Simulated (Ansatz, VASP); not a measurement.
## Ag in VASP and in Ansatz

Contents of INCAR:

```
SYSTEM = Ag
  PREC = Accurate
  ENCUT = 520
  EDIFF = 1E-6
  ISMEAR = -1
  SIGMA = 0.1
  LREAL = .FALSE.
  LASPH = .TRUE.
  NELM = 60
  ALGO = Normal
  ISIF = 2
  LWAVE = .FALSE.
  LCHARG = .FALSE.
  GGA = RE
  NBANDS = 12
```

Contents of KPOINTS:

```
Automatic mesh
0
G
  15 15 15
  0 0 0
```

File POSCAR:

```
Ag
1.0
   -1.6477052818      1.6477052818      1.6477052818
    1.6477052818     -1.6477052818      1.6477052818
    1.6477052818      1.6477052818     -1.6477052818
Ag
1
Direct
    0.0000000000      0.0000000000      0.0000000000
```

Input for Ansatz:

```yaml
crystal:
  lattice:
    - [-1.6477052818, 1.6477052818, 1.6477052818]
    - [1.6477052818, -1.6477052818, 1.6477052818]
    - [1.6477052818, 1.6477052818, -1.6477052818]
  atoms:
    - { symbol: Ag, position: [0.0, 0.0, 0.0] }
hamiltonian:
  xc: revpbe
  pseudopotentials:
    kind: paw
    azcp:
      Ag: "pseudopotentials/Ag.paw.azcp"
basis:
  ecutwfc: 420
  fft_grid_basis: typed
kpoints:
  mp_grid: { grid: [15, 15, 15], shift: [0, 0, 0] }
magnetization:
  spin_polarized: false
scf:
  occupations: { method: fermi_dirac, width: 0.1 }
  lower_state_search: "off"
output:
  stress: true
```

Alike in both runs: task single point; functional revPBE; k mesh 15 × 15 × 15; occupations fermi-dirac, width 0.1 eV; no spin polarisation.

|  | VASP | Ansatz |
| --- | --- | --- |
| version | VASP 6.6.1 | Ansatz 0.2.0 |
| potentials or method | VASP PAW PBE potentials, release 64 (Ag), cutoff 520 eV | plane waves (420 eV) with PAW, scalar-relativistic |
| valence electrons in the cell | 11 | 19 |

Ansatz gave:

```
pressure (GPa) : 3.2
```

Task: What did VASP give for the same quantities?

Result: Pressure (GPa): 3.1.

VASP's potentials were made for PBE, not for revPBE. The functional is the same, so the differences come from potentials, cutoffs and numerics. VASP's potentials hold 11 valence electrons a cell and Ansatz's 19, so a difference there can come from the potentials and not from the codes.
